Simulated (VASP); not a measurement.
Wanted: the native input for a VASP 6.6.1 run.

| Quantity | Value |
| --- | --- |
| Task | single point |
| Functional | HSE06 |
| Potentials or basis | VASP PAW PBE potentials, release 64 (Pb_d, Se) |
| Cutoff | 520 eV |
| k mesh | 4 × 4 × 4 |
| Occupations | gaussian, width 0.01 eV |
| Spin | no spin polarisation |
| Dipole correction | no |
| Grid for exact exchange (PRECFOCK) | Normal |
| Further INCAR settings | ALGO = Normal; EDIFF = 1e-07; NBANDS = 17 |
| Screening parameter | 0.2079 1/Å |

Crystal: PbSe (Clausthalite).

```
CELL_PARAMETERS angstrom
0.00000 3.06969 3.06969
3.06969 0.00000 3.06969
3.06969 3.06969 0.00000
ATOMIC_POSITIONS crystal
Pb 0.00000 0.00000 0.00000
Se 0.50000 0.50000 0.50000
```

One way to write it, as run:

POSCAR

```
PbSe
1.0
    0.0000000000      3.0696893648      3.0696893648
    3.0696893648      0.0000000000      3.0696893648
    3.0696893648      3.0696893648      0.0000000000
Pb Se
1 1
Direct
    0.0000000000      0.0000000000      0.0000000000
    0.5000000000      0.5000000000      0.5000000000
```

INCAR.step1

```
PREC = Accurate ; ENCUT = 520
EDIFF = 1E-5 ; ISMEAR = 0
SIGMA = 0.01 ; LREAL = False
LASPH = True ; NELM = 80
ALGO = Normal ; ISIF = 2
LWAVE = True ; LCHARG = False
GGA = PE ; NBANDS = 17
```

INCAR.step2

```
PREC = Accurate ; ENCUT = 520
EDIFF = 1E-7 ; ISMEAR = 0
SIGMA = 0.01 ; LREAL = False
LASPH = True ; NELM = 80
ALGO = Normal ; ISIF = 2
LWAVE = False ; LCHARG = False
GGA = PE ; LHFCALC = True
HFSCREEN = 0.2079 ; PRECFOCK = Normal
ISTART = 1 ; NBANDS = 17
```

KPOINTS

```
regular mesh
0
Gamma
  4 4 4
```

Potentials or basis: VASP PAW PBE potentials, release 64 (Pb_d, Se).

The run is started by

```console
$ cat potpaw_PBE.64/Pb_d/POTCAR potpaw_PBE.64/Se/POTCAR > POTCAR
$ cp INCAR.step1 INCAR
$ mpirun -np 1 vasp_std > vasp.out
$ cp INCAR.step2 INCAR
$ mpirun -np 1 vasp_std > vasp.out
```

It gave:

```
Pressure               : 0.8 GPa
Band gap on the k mesh : 0.74 eV, direct
```

Caveat: the k points lie up to 0.44 Å⁻¹ apart; the PAW data sets were made with another functional, which shifts forces and pressure a little; spin-orbit coupling is left out, which moves the levels of the heavy elements.

It took 20 min on 1 thread of Intel(R) Xeon(R) Platinum 8375C CPU @ 2.90GHz (Ice Lake), with other jobs on the host, peak memory 0.3 GiB.
